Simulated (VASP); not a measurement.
SiC:

```
Si C
1.0
     0.00000    2.22902    2.22902
     2.22902    0.00000    2.22902
     2.22902    2.22902    0.00000
Si C
1 1
Direct
  0.00000 0.00000 0.00000
  0.25000 0.25000 0.25000
```

This cell differs from its parent crystal: strain +2.3%.

Base run:

```yaml
Program: VASP 6.6.1
Functional: PBE
Potentials_or_basis: VASP PAW PBE potentials, release 64 (Si, C)
Cutoff: 520 eV
k_mesh: 10 × 10 × 10
Occupations: fermi-dirac, width 0.02 eV
Spin: no spin polarisation
```

Its results: band gap on the k mesh 1.42 eV, indirect (least direct gap 4.47 eV); pressure -10.2 GPa.

**Question.** The run is repeated on the same cell with these changes: functional from PBE to r2SCAN; occupations from fermi-dirac, width 0.02 eV to gaussian, width 0.01 eV. What comes out?

**Answer.** Band gap on the k mesh 1.76 eV, indirect (least direct gap 4.97 eV); pressure -13.9 GPa.

Caveats: the PAW data sets were made with another functional, which shifts forces and pressure a little (some runs).

A k mesh can miss the band edges.
